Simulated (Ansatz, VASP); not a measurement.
Two plane-wave programs on CsBr

```xyz
2
Lattice="4.1344 0.0000 0.0000 0.0000 4.1344 0.0000 0.0000 0.0000 4.1344" Properties=species:S:1:pos:R:3 pbc="T T T"
Cs    0.0000    0.0000    0.0000
Br    2.0672    2.0672    2.0672
```

Alike in both runs: task single point; functional PBEsol; k mesh 6 × 6 × 6; occupations gaussian, width 0.02 eV; no spin polarisation.

|  | VASP | Ansatz |
| --- | --- | --- |
| version | VASP 6.6.1 | Ansatz 0.2.0 |
| potentials or method | VASP PAW PBE potentials, release 64 (Cs_sv, Br), cutoff 500 eV | scalar-relativistic, plane waves, PAW |
| valence electrons in the cell | 16 | 16 |

Ansatz gave:

- gap on the k mesh at the Fermi level (eV): 4.63
- least direct gap on the mesh (eV): 4.63
- pressure (GPa): 1.5

Which values does VASP return?

gap on the k mesh at the Fermi level (eV): 4.61; least direct gap on the mesh (eV): 4.61; pressure (GPa): 1.6.

VASP's potentials were made for PBE, not for PBEsol.

Spin-orbit coupling is off throughout.
